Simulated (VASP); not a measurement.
The system is W.

```
CELL_PARAMETERS angstrom
-1.63656 1.63656 1.63656
1.63656 -1.63656 1.63656
1.63656 1.63656 -1.63656
ATOMIC_POSITIONS crystal
W 0.00000 0.00000 0.00000
```

- Program: VASP 6.6.1
- Task: relaxation of cell and atoms
- Functional: PBE
- Potentials or basis: VASP PAW PBE potentials, release 64 (W_sv)
- Cutoff: 500 eV
- k mesh: 8 × 8 × 8
- Occupations: gaussian, width 0.1 eV
- Spin: no spin polarisation

At the start: pressure -20.8 GPa; volume 17.53 Å³/atom.

Task: Where does the relaxation end?

Result: Over 5 steps the energy falls by 94.8 meV/atom and the volume is 16.18 Å³/atom (-7.7 %); space group Im-3m (No. 229, to 0.05 Å).

Step by step:
| step | energy change (eV) | largest force (eV/Å) | pressure (GPa) | volume (Å³) |
| --- | --- | --- | --- | --- |
| 1 | 0.0000 | 0.0000 | -20.83 | 17.53 |
| 2 | 1.2916 | 0.0000 | 146.11 | 12.36 |
| 3 | -0.0933 | 0.0000 | -3.02 | 16.34 |
| 4 | -0.0947 | 0.0000 | -0.89 | 16.22 |
| 5 | -0.0948 | 0.0000 | 0.01 | 16.18 |

Final structure:
```cif
data_structure
_symmetry_space_group_name_H-M 'P 1'
_symmetry_Int_Tables_number 1
_cell_length_a 2.7596
_cell_length_b 2.7596
_cell_length_c 2.7596
_cell_angle_alpha 109.471
_cell_angle_beta 109.471
_cell_angle_gamma 109.471
_cell_volume 16.18
loop_
_atom_site_label
_atom_site_type_symbol
_atom_site_fract_x
_atom_site_fract_y
_atom_site_fract_z
_atom_site_occupancy
W1 W 0.00000 0.00000 0.00000 1
```
